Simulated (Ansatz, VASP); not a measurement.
AgCl in VASP and in Ansatz

File INCAR:

```
  PREC = Accurate
  ENCUT = 500
  EDIFF = 1E-6
  ISMEAR = 0
  SIGMA = 0.02
  LREAL = False
  LASPH = True
  NELM = 120
  ALGO = Normal
  ISIF = 2
  LWAVE = False
  LCHARG = False
  GGA = PE
  NBANDS = 16
  GGA_COMPAT = False
```

The input KPOINTS:

```
regular mesh
0
Gamma
  8 8 8
```

POSCAR

```
AgCl
1.0
    0.0000000000      2.8331193806      2.8331193806
    2.8331193806      0.0000000000      2.8331193806
    2.8331193806      2.8331193806      0.0000000000
Ag Cl
1 1
Direct
    0.0000000000      0.0000000000      0.0000000000
    0.5000000000      0.5000000000      0.5000000000
```

Input for Ansatz:

```yaml
crystal:
  lattice:
    - [0.0, 2.8331193806, 2.8331193806]
    - [2.8331193806, 0.0, 2.8331193806]
    - [2.8331193806, 2.8331193806, 0.0]
  atoms:
    - { symbol: Ag, position: [0.0, 0.0, 0.0] }
    - { symbol: Cl, position: [0.5, 0.5, 0.5] }
basis:
  ecutwfc: 420
kpoints:
  mp_grid: { grid: [8, 8, 8] }
hamiltonian:
  xc: pbe
scf:
  occupations: { method: gaussian, width: 0.02 }
output:
  forces: true
  stress: true
  eigenvalues: true
```

Alike in both runs: task single point; functional PBE; k mesh 8 × 8 × 8; occupations gaussian, width 0.02 eV; no spin polarisation.

|  | VASP | Ansatz |
| --- | --- | --- |
| version | VASP 6.6.1 | Ansatz 0.2.0 |
| potentials or method | VASP PAW PBE potentials, release 64 (Ag, Cl), cutoff 500 eV | scalar-relativistic, plane waves, PAW |
| valence electrons in the cell | 18 | 26 |

Ansatz gave:

* gap on the k mesh at the Fermi level (eV): 0.94
* least direct gap on the mesh (eV): 2.99
* pressure (GPa): -1.1

Question: Which values does VASP return?

Answer: gap on the k mesh at the Fermi level (eV): 0.93; least direct gap on the mesh (eV): 3.00; pressure (GPa): -1.2.

The functional is the same, so the differences come from potentials, cutoffs and numerics. VASP's potentials hold 18 valence electrons a cell and Ansatz's 26, so a difference there can come from the potentials and not from the codes.
